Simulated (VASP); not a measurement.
PtSe2 (Sudovikovite): single point with PBE

PtSe2 (Sudovikovite):

```
CELL_PARAMETERS angstrom
3.72400 0.00000 0.00000
-1.86200 3.22508 0.00000
0.00000 0.00000 5.06200
ATOMIC_POSITIONS crystal
Pt 0.00000 0.00000 0.00000
Se 0.33333 0.66667 0.25000
Se 0.66667 0.33333 0.75000
```

```yaml
Program: VASP 6.6.1
Task: single point
Functional: PBE
Potentials_or_basis: VASP PAW PBE potentials, release 64 (Pt, Se)
Cutoff: 520 eV
k_mesh: 9 × 9 × 6
Occupations: fermi-dirac, width 0.15 eV
Spin: no spin polarisation
Dipole_correction: no
Further_INCAR_settings: ALGO = Normal; EDIFF = 1e-06; NBANDS = 18
```

```
Pressure               : 7.3 GPa
Largest force          : 0.593 eV/Å
Band gap on the k mesh : zero (band 11 reaches 6.93 eV, above the bottom of band 12 at 6.56 eV)
```

Forces on the atoms (eV/Å):
```
Pt   0.000  0.000  0.000
Se   0.000  0.000  0.593
Se   0.000  0.000 -0.593
```

Stress tensor (GPa, compression positive):
```
8.08 0.00 0.00
0.00 8.08 0.00
0.00 0.00 5.89
```

Levels at points of the mesh, in eV from the Fermi level:
```
           k point  band 9  band 10  band 11  band 12  band 13  band 14
(0.00, 0.00, 0.00)   -1.01    -1.01     0.46     1.53     1.53     3.67
(0.00, 0.00, 0.50)   -1.65    -1.45    -1.45     2.37     2.37     4.87
```

Wall time 32 s on 1 thread of Intel(R) Xeon(R) Platinum 8559C (Emerald Rapids), with other jobs on the host, peak memory 0.22 GiB.

Caveat: spin-orbit coupling is left out, which moves the levels of the heavy elements.
